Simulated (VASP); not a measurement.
## GaAs: vibrations by perturbation theory with PBE

The system is GaAs.

```
As Ga
1.0
     0.00000    2.82685    2.82685
     2.82685    0.00000    2.82685
     2.82685    2.82685    0.00000
As Ga
1 1
Cartesian
  4.2403 4.2403 4.2403
  0.0000 0.0000 0.0000
```

```
Program                : VASP 6.6.1
Task                   : vibrations by perturbation theory
Functional             : PBE
Potentials or basis    : VASP PAW PBE potentials, release 64 (As, Ga_d)
Cutoff                 : 520 eV
k mesh                 : 6 × 6 × 6
Occupations            : fermi-dirac, width 0.05 eV
Spin                   : no spin polarisation
Dipole correction      : no
Further INCAR settings : ALGO = Normal; EDIFF = 1e-08; NBANDS = 16; IBRION = 8; NSW = 1
```

```
Highest phonon frequency at Γ, LO-TO splitting left out : 268 cm⁻¹
```

Phonon frequencies in cm⁻¹ (negative: imaginary):
| q point | frequencies |
| --- | --- |
| (0.000, 0.000, 0.000) | 0 0 0 268 268 268 |

It took 3 min on 1 thread of Intel(R) Xeon(R) Platinum 8259CL CPU @ 2.50GHz (Skylake/Cascade Lake), on a shared host, peak memory 0.24 GiB.

Caveat: the cell wasn't relaxed at this level first, which shifts response properties.
